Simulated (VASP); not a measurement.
Write the native input for VASP 6.6.1 that does the following.

| Item | Value |
| --- | --- |
| Task | single point |
| Functional | PBEsol |
| Potentials or basis | VASP PAW PBE potentials, release 64 (B, P) |
| Cutoff | 500 eV |
| k mesh | 6 × 6 × 6, shifted |
| Occupations | gaussian, width 0.01 eV |
| Spin | no spin polarisation |
| Dipole correction | no |
| Further INCAR settings | ALGO = Normal; EDIFF = 1e-06; NBANDS = 11; ISYM = 0 |

The structure of BP lies in POSCAR:

```
BP
1.0
    0.0000000000      2.2683156724      2.2683156724
    2.2683156724      0.0000000000      2.2683156724
    2.2683156724      2.2683156724      0.0000000000
B P
1 1
Direct
    0.0000000000      0.0000000000      0.0000000000
    0.2500000000      0.2500000000      0.2500000000
```

These files were run (other wordings do the same):

INCAR

```
PREC = Accurate
ENCUT = 500
EDIFF = 1E-6
ISMEAR = 0
SIGMA = 0.01
LREAL = False
LASPH = True
NELM = 120
ALGO = Normal
ISIF = 2
LWAVE = False
LCHARG = False
GGA = PS
NBANDS = 11
ISYM = 0
GGA_COMPAT = False
```

KPOINTS

```
Automatic mesh
0
Gamma
  6 6 6
  0 0 0.5
```

Potentials or basis: VASP PAW PBE potentials, release 64 (B, P).

Run with:

```sh
$ cat potpaw_PBE.64/B/POTCAR potpaw_PBE.64/P/POTCAR > POTCAR
$ mpirun -np 1 vasp_std > vasp.out
```

Results of the run:

```json
{
 "Pressure": "-1.7 GPa",
 "Band gap on the k mesh": "1.63 eV, indirect (least direct gap 3.84 eV)"
}
```

Caveat: the PAW data sets were made with another functional, which shifts forces and pressure a little.

It took 2.1 min on 1 thread of AMD EPYC 7R13, on a shared host, peak memory 0.19 GiB.
